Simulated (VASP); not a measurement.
Input of a VASP 6.6.1 run:

Contents of INCAR:

```
ALGO     = Normal         # electronic algorithm
EDIFF    = 1E-6           # SCF threshold, eV
ENCUT    = 500            # plane-wave cutoff, eV
GGA      = PS             # functional
GGA_COMPAT= False        
ISIF     = 2              # what is computed and relaxed
ISMEAR   = 0              # smearing method
LASPH    = True           # aspherical terms in the spheres
LCHARG   = False          # write CHGCAR
LREAL    = False          # projectors in reciprocal space
LWAVE    = False          # write WAVECAR
NBANDS   = 16             # bands
NELM     = 120            # most SCF steps
PREC     = Accurate       # precision mode
SIGMA    = 0.1            # smearing width, eV
```

Contents of KPOINTS:

```
k-points
0
Gamma
  2 2 2
```

Contents of POSCAR:

```
ZnSe
1.0
    0.0000000000      2.8324425407      2.8324425407
    2.8324425407      0.0000000000      2.8324425407
    2.8324425407      2.8324425407      0.0000000000
Zn Se
1 1
Direct
    0.0000000000      0.0000000000      0.0000000000
    0.7500000000      0.7500000000      0.7500000000
```

Potentials or basis: VASP PAW PBE potentials, release 64 (Zn, Se).

Run with:

```console
$ cat potpaw_PBE.64/Zn/POTCAR potpaw_PBE.64/Se/POTCAR > POTCAR
$ mpirun -np 1 vasp_std > vasp.out
```

Question: What does it give for the band gap on the k mesh?

Answer: 1.03 eV, direct.

Question: Predict the pressure.

Answer: 5.2 GPa.

Caveat: the k points lie up to 0.96 Å⁻¹ apart; the PAW data sets were made with another functional, which shifts forces and pressure a little. Expect the measured gap to be larger: semilocal functionals such as PBEsol lack the derivative discontinuity.
